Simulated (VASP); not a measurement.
# Al (P6_3/mmc) in VASP: notebook, part 2 of 3

VASP 6.6.1. The steps go on from the part before.

**3. Single point, PBEsol**

This run uses another cell than the first one, of 16.30 Å³/atom, 1.042 times its volume.

Contents of INCAR:

```
SYSTEM = Al
PREC = Accurate
ENCUT = 520
EDIFF = 1E-6
ISMEAR = -1
SIGMA = 0.1
LREAL = .False.
LASPH = .True.
NELM = 80
ALGO = Normal
ISIF = 2
LWAVE = .False.
LCHARG = .True.
GGA = PS
LELF = .True.
LVHAR = .True.
NBANDS = 10
```

Contents of KPOINTS:

```
regular mesh
0
Gamma
  14 14 8
  0 0 0
```

Contents of POSCAR:

```
Al
1.0
    2.8574816429      0.0000000000      0.0000000000
   -1.4287408215      2.4746516936      0.0000000000
    0.0000000000      0.0000000000      4.6103767047
Al
2
Direct
    0.3333333333      0.6666666667      0.2500000000
    0.6666666667      0.3333333333      0.7500000000
```

Potentials or basis: VASP PAW PBE potentials, release 64 (Al).

Started as:

```console
> cat potpaw_PBE.64/Al/POTCAR > POTCAR
> mpirun -np 1 vasp_std > vasp.out
```

OUTCAR:

```text
SYSTEM = Al
   PREC = Accurate
   ENCUT = 520
   EDIFF = 1E-6
   ISMEAR = -1
   LREAL = .False.
   LASPH = .True.
   NELM = 80
   ISIF = 2
   GGA = PS

 ion  position               nearest neighbor table
   1  0.333  0.667  0.250-   2 2.83   2 2.83   2 2.83   2 2.83   2 2.83   2 2.83
   2  0.667  0.333  0.750-   1 2.83   1 2.83   1 2.83   1 2.83   1 2.83   1 2.83

  LATTYP: Found a hexagonal cell.
 ALAT       =     2.8574816429
 C/A-ratio  =     1.6134405329

  Lattice vectors:

 A1 = (   2.8574816429,   0.0000000000,   0.0000000000)
 A2 = (  -1.4287408215,   2.4746516936,   0.0000000000)
 A3 = (   0.0000000000,   0.0000000000,   4.6103767047)

Analysis of symmetry for initial positions (statically):
=====================================================================
 Subroutine PRICEL returns:
 Original cell was already a primitive cell.

 Routine SETGRP: Setting up the symmetry group for a
 hexagonal supercell.

 Subroutine GETGRP returns: Found 24 space group operations
 (whereof 12 operations were pure point group operations)
 out of a pool of 24 trial point group operations.

The static configuration has the point symmetry D_3d.
 The point group associated with its full space group is D_6h.

Analysis of symmetry for dynamics (positions and initial velocities):
=====================================================================
 Subroutine PRICEL returns:
 Original cell was already a primitive cell.

 Routine SETGRP: Setting up the symmetry group for a
 hexagonal supercell.

 Subroutine GETGRP returns: Found 24 space group operations
 (whereof 12 operations were pure point group operations)
 out of a pool of 24 trial point group operations.

The dynamic configuration has the point symmetry D_3d.
 The point group associated with its full space group is D_6h.

 Subroutine INISYM returns: Found 24 space group operations
 (whereof 12 operations are pure point group operations),
 and found     1 'primitive' translations

----------------------------------------------------------------------------------------

                                     Primitive cell

  volume of cell :      32.6012

  direct lattice vectors                    reciprocal lattice vectors
     2.857481643  0.000000000  0.000000000     0.349958504  0.202048636  0.000000000
    -1.428740821  2.474651694  0.000000000     0.000000000  0.404097273  0.000000000
     0.000000000  0.000000000  4.610376705     0.000000000  0.000000000  0.216902016

  length of vectors
     2.857481643  2.857481643  4.610376705     0.404097273  0.404097273  0.216902016

  position of ions in fractional coordinates (direct lattice)
     0.333333333  0.666666667  0.250000000
     0.666666667  0.333333333  0.750000000

  ion indices of the primitive-cell ions
   primitive index   ion index
                 1           1
                 2           2

----------------------------------------------------------------------------------------

 KPOINTS: regular mesh

Automatic generation of k-mesh.
 Grid dimensions read from file:
 generate k-points for:   14   14    8

 Generating k-lattice:

  Cartesian coordinates                     Fractional coordinates (reciprocal lattice)
     0.024997036  0.014432045  0.000000000     0.071428571  0.000000000  0.000000000
     0.000000000  0.028864091  0.000000000     0.000000000  0.071428571  0.000000000
     0.000000000  0.000000000  0.027112752     0.000000000  0.000000000  0.125000000

  Length of vectors
     0.028864091  0.028864091  0.027112752

  Shift w.r.t. Gamma in fractional coordinates (k-lattice)
     0.000000000  0.000000000  0.000000000

 Subroutine IBZKPT returns following result:
 ===========================================

 Found    120 irreducible k-points:

 Following reciprocal coordinates:
            Coordinates               Weight
  0.000000  0.000000  0.000000      1.000000
  0.071429 -0.000000  0.000000      6.000000
  0.142857 -0.000000  0.000000      6.000000
  0.214286 -0.000000  0.000000      6.000000
  0.285714 -0.000000  0.000000      6.000000
  0.357143  0.000000  0.000000      6.000000
[... 16 lines left out ...]
  0.285714  0.285714  0.000000      6.000000
  0.357143  0.285714  0.000000      6.000000
 [... further k-points ...]
   k-points           NKPTS =    120   k-points in BZ     NKDIM =    120   number of bands    NBANDS=     10
   number of dos      NEDOS =    301   number of ions     NIONS =      2
   total plane-waves  NPLWV =  20736
   dimension x,y,z NGX =    24 NGY =   24 NGZ =   36
   dimension x,y,z NGXF=    48 NGYF=   48 NGZF=   72
   ions per type =               2
   NGX,Y,Z   is equivalent  to a cutoff of  13.96, 13.96, 12.98 a.u.
   NGXF,Y,Z  is equivalent  to a cutoff of  27.93, 27.93, 25.96 a.u.
 SYSTEM =  Al
   PREC   = accura    normal or accurate (medium, high low for compatibility)
   ISTART =      0    job   : 0-new  1-cont  2-samecut
   ICHARG =      2    charge: 1-file 2-atom 10-const
   ISPIN  =      1    spin polarized calculation?
   LNONCOLLINEAR =      F non collinear calculations
   LSORBIT =      F    spin-orbit coupling
   LASPH  =      T    aspherical Exc in radial PAW
   ENCUT  =  520.0 eV  38.22 Ry    6.18 a.u.   5.31  5.31  8.57*2*pi/ulx,y,z
   NELM   =     80;   NELMIN=  2; NELMDL= -5     # of ELM steps
   EDIFF  = 0.1E-05   stopping-criterion for ELM
   LREAL  =      F    real-space projection
   EDIFFG = 0.1E-04   stopping-criterion for IOM
   NSW    =      0    number of steps for IOM
   IBRION =     -1    ionic relax: 0-MD 1-quasi-New 2-CG
   NFREE  =      0    steps in history (QN), initial steepest desc. (CG)
   ISIF   =      2    stress and relaxation
   ISYM   =      2    0-nonsym 1-usesym 2-fastsym
   POTIM  = 0.5000    time-step for ionic-motion
   TEBEG  =    0.0;   TEEND  =   0.0 temperature during run
   PSTRESS=    0.0 pullay stress
   NELECT =       6.0000    total number of electrons
   NUPDOWN=      -1.0000    fix difference up-down
   EMIN   =  10.00;   EMAX   =-10.00  energy-range for DOS
   EFERMI =   0.00;   METHOD = LEGACY
   ISMEAR =    -1;   SIGMA  =   0.10  broadening in eV -4-tet -1-fermi 0-gaus
   EFERMI_NEDOS =   21; number of points for ismear=-14 and -15
   IALGO  =     38    algorithm
   IMIX   =      4    mixing-type and parameters
     AMIX     =   0.40;   BMIX     =  1.00
     AMIX_MAG =   1.60;   BMIX_MAG =  1.00
  volume/ion in A,a.u.               =      16.30       110.00
  Fermi-wavevector in a.u.,A,eV,Ry     =   0.931209  1.759730 11.798300  0.867151
  Thomas-Fermi vector in A             =   2.057679
   LORBIT       =      0    0 simple, 1 ext, 2 COOP (PROOUT), +10 PAW based schemes
   GGA     = PS    functional components
   LHFCALC =     F    Hartree Fock is set to
   AEXX    =    0.0000 exact exchange contribution
   IVDW    =     0    specifies the selected vdW correction
   LEPSILON=     F    determine dielectric tensor
   LRPA    =     F    only Hartree local field effects (RPA)
 non-spin polarized calculation
  energy-cutoff  :      520.00
  volume of cell :       32.60
 maximum number of plane-waves:       892
 NGX is ok and might be reduce to    24
   NGX = 11   NGY = 11   NGZ = 17

 number of electron       6.0000000 magnetization

 Free energy of the ion-electron system (eV)
  ---------------------------------------------------
  ext. energy  EPLUGINS =         0.00000000
  ---------------------------------------------------
  free energy    TOTEN  =        -8.12571986 eV

  energy without entropy =       -8.09699107  energy(sigma->0) =       -8.11135546

 E-fermi :   8.0811     XC(G=0): -10.3024

 val. band max:        8.0748491080   @ k =   0.3571   0.2857   0.2500
 cond. band min:       8.1442810291   @ k =   0.1429   0.0714   0.2500
 fundamental gap:      0.0694319210
 Fermi energy:         8.0810759044

 k-point     1 :       0.0000    0.0000    0.0000
  band No.  band energies     occupation
      1      -3.1396      2.00000
      2       3.5038      2.00000
      3       3.8290      2.00000
      4      18.5322      0.00000
      5      18.5322      0.00000
      6      18.9505      0.00000
      7      18.9505      0.00000
      8      20.3511      0.00000
      9      22.0262      0.00000
     10      22.8879      0.00000
[... 287 lines left out ...]
 k-point    24 :       0.3571    0.2857    0.0000
  band No.  band energies     occupation
      1       4.0814      2.00000
      2       4.2516      2.00000
      3       5.7901      2.00000
      4      10.0339      0.00000
      5      10.5299      0.00000
      6      10.6843      0.00000
      7      11.8450      0.00000
      8      12.5784      0.00000
      9      13.0947      0.00000
     10      24.6024      0.00000

 [... further k-points ...]
[... 5 lines left out ...]
  --------------------------------------------------------------------------------------
  -------------------------------------------------------------------------------------
  Total       -0.1024791     -0.1024791      0.2559713      0.0000000      0.0000000      0.0000000
  in kB       -5.0363056     -5.0363056     12.5796301      0.0000000      0.0000000      0.0000000
  external PRESSURE =       0.8356730 kB  Pullay stress =       0.0000000 kB

 VOLUME and BASIS-vectors are now :
 -----------------------------------------------------------------------------
  energy-cutoff  :      520.00
  volume of cell :       32.60
      direct lattice vectors                 reciprocal lattice vectors
     2.857481643  0.000000000  0.000000000     0.349958504  0.202048636  0.000000000
    -1.428740821  2.474651694  0.000000000     0.000000000  0.404097273  0.000000000
     0.000000000  0.000000000  4.610376705     0.000000000  0.000000000  0.216902016

 POSITION                                       TOTAL-FORCE (eV/Angst)
 -----------------------------------------------------------------------------------
     -0.00000      1.64977      1.15259         0.000000      0.000000      0.000000
      1.42874      0.82488      3.45778        -0.000000      0.000000      0.000000
 -----------------------------------------------------------------------------------
    total drift:                               -0.000000      0.000000     -0.000000

  FREE ENERGIE OF THE ION-ELECTRON SYSTEM (eV)
  ---------------------------------------------------
  free  energy   TOTEN  =        -8.1257198591 eV

  energy  without entropy=       -8.0969910705  energy(sigma->0) =       -8.11135546
```

Run time: 25 s. Hardware: 1 thread of AMD EPYC 9R45 (Zen 5), shared host; peak memory 0.12 GiB.

What came out:

- Free energy: -8.1257 eV
- Pressure: 0.1 GPa
- Band gap on the k mesh: zero (band 3 reaches 12.48 eV, above the bottom of band 4 at 4.82 eV)

Caveat: the PAW data sets were made with another functional, which shifts forces and pressure a little.

**4. Single point, PBEsol (volume scaled by 1.04)**

Contents of INCAR:

```
ALGO = Normal ; EDIFF = 1E-7
ENCUT = 520 ; GGA = PS
ISIF = 2 ; ISMEAR = -1
LASPH = T ; LCHARG = T
LELF = T ; LREAL = F
LVHAR = T ; LWAVE = F
NBANDS = 10 ; NELM = 80
PREC = Accurate ; SIGMA = 0.1
```

Contents of KPOINTS:

```
k-points
0
Gamma
  14 14 8
```

Contents of POSCAR:

```
Al
1.0
    2.8950843978      0.0000000000      0.0000000000
   -1.4475421989      2.5072166346      0.0000000000
    0.0000000000      0.0000000000      4.6710465135
Al
2
Direct
    0.3333333333      0.6666666667      0.2500000000
    0.6666666667      0.3333333333      0.7500000000
```

Started as:

```console
> cat potpaw_PBE.64/Al/POTCAR > POTCAR
> mpirun -np 1 vasp_std > vasp.out
```

It took 28 s on 1 thread of AMD EPYC 9R45 (Zen 5), shared host; peak memory 0.13 GiB.

Results (log left out):

```
Free energy            : -8.1144 eV
Pressure               : -2.8 GPa
Band gap on the k mesh : zero (band 3 reaches 11.99 eV, above the bottom of band 4 at 4.46 eV)
```

Stress tensor (GPa, compression positive):
```
-3.28  0.00  0.00
 0.00 -3.28  0.00
 0.00  0.00 -1.77
```

Levels at points of the mesh, in eV from the Fermi level:
| k point | band 1 | band 2 | band 3 | band 4 | band 5 | band 6 |
| --- | --- | --- | --- | --- | --- | --- |
| (0.00, 0.00, 0.00) | -10.95 | -4.42 | -4.20 | 10.13 | 10.13 | 10.66 |
| (0.50, 0.00, 0.00) | -5.30 | -5.06 | 0.62 | 1.20 | 1.55 | 1.77 |
| (0.00, 0.00, 0.50) | -9.26 | -9.26 | 3.61 | 3.61 | 11.45 | 11.45 |
| (0.50, 0.00, 0.50) | -3.86 | -3.86 | -3.21 | -3.21 | 6.78 | 6.78 |

Caveat: the cell differs from its parent crystal (volume scaled by 1.04); the PAW data sets were made with another functional, which shifts forces and pressure a little.

(Continued in part 3 of 3.)
